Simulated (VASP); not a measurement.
Wanted: the native input for a VASP 6.6.1 run.

```
Task                   : single point
Functional             : PBEsol
Potentials or basis    : VASP PAW PBE potentials, release 64 (Co_sv, Si)
Cutoff                 : 600 eV
k mesh                 : 7 × 7 × 7
Occupations            : fermi-dirac, width 0.05 eV
Spin                   : collinear spin, ferromagnetic start
Starting moments       : [3.0, 0.0, 0.0] μB
Fixed moment           : 3 μB
Dipole correction      : no
Second run             : valence_matched
Further INCAR settings : ALGO = Normal; EDIFF = 1e-06; NBANDS = 24
```

The structure of CoSi2 lies in POSCAR:

```
CoSi2
1.0
    0.0000000000      2.6780000000      2.6780000000
    2.6780000000      0.0000000000      2.6780000000
    2.6780000000      2.6780000000      0.0000000000
Co Si
1 2
Direct
    0.0000000000      0.0000000000      0.0000000000
    0.7500000000      0.7500000000      0.7500000000
    0.2500000000      0.2500000000      0.2500000000
```

One way to write it, as run:

INCAR

```
SYSTEM = CoSi2
ALGO = Normal
EDIFF = 1E-6
ENCUT = 600
GGA = PS
GGA_COMPAT = .FALSE.
ISIF = 2
ISMEAR = -1
ISPIN = 2
LASPH = .TRUE.
LCHARG = .FALSE.
LMAXMIX = 4
LORBIT = 11
LREAL = .FALSE.
LWAVE = .FALSE.
MAGMOM = 3 0 0
NBANDS = 24
NELM = 200
NUPDOWN = 3.0
PREC = Accurate
SIGMA = 0.05
```

KPOINTS

```
k-points
0
G
  7 7 7
  0 0 0
```

Potentials or basis: VASP PAW PBE potentials, release 64 (Co_sv, Si).

Command:

```bash
$ cat potpaw_PBE.64/Co_sv/POTCAR potpaw_PBE.64/Si/POTCAR > POTCAR
$ mpirun -np 1 vasp_std > vasp.out
```

It gave:

| Quantity | Value |
| --- | --- |
| Pressure | 19.6 GPa |
| Net moment | 3.00 μB per cell |
| Site moments | Co +1.60; Si +0.26 μB |
| Valence electrons inside the program's atomic spheres | Co 15.25; Si 1.65 |

Caveat: the PAW data sets were made with another functional, which shifts forces and pressure a little; the total moment is fixed, so each spin has its own Fermi level.

Wall time 44 s on 1 thread of Intel(R) Xeon(R) Platinum 8259CL CPU @ 2.50GHz (Skylake/Cascade Lake), on a shared host, peak memory 0.2 GiB.
